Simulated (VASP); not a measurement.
A run of VASP 6.6.1:

INCAR

```
ALGO = Fast
EDIFF = 1E-6
ENCUT = 520
GGA = PE
ISIF = 2
ISMEAR = 0
LASPH = T
LCHARG = F
LREAL = F
LWAVE = F
NBANDS = 26
NELM = 60
PREC = Accurate
SIGMA = 0.1
```

KPOINTS

```
k-points
0
Gamma
  4 4 4
```

The input POSCAR:

```
Si2IrPd2
1.0
    3.9153590100      0.0000000000      0.0000000000
    0.0000000000      3.9153590100      0.0000000000
    0.0000000000      0.0000000000      5.3110692100
Si Pd Ir
2 2 1
Direct
    0.0000000000      0.5000000000      0.5000000000
    0.5000000000      0.0000000000      0.5000000000
    0.5000000000      0.5000000000      0.2399999900
    0.5000000000      0.5000000000      0.7600000100
    0.0000000000      0.0000000000      0.0000000000
```

Potentials or basis: VASP PAW PBE potentials, release 64 (Si, Pd, Ir).

Command:

```sh
$ cat potpaw_PBE.64/Si/POTCAR potpaw_PBE.64/Pd/POTCAR potpaw_PBE.64/Ir/POTCAR > POTCAR
$ mpirun -np 1 vasp_std > vasp.out
```

Hardware: 1 thread of Intel Xeon 8259CL, with other jobs on the host.

**Question.** Estimate the wall time of this run.

**Answer.** Run time: 47 s on 1 thread of Intel Xeon 8259CL, with other jobs on the host, peak memory 0.21 GiB. Counts: scf iterations 16, k points 18.
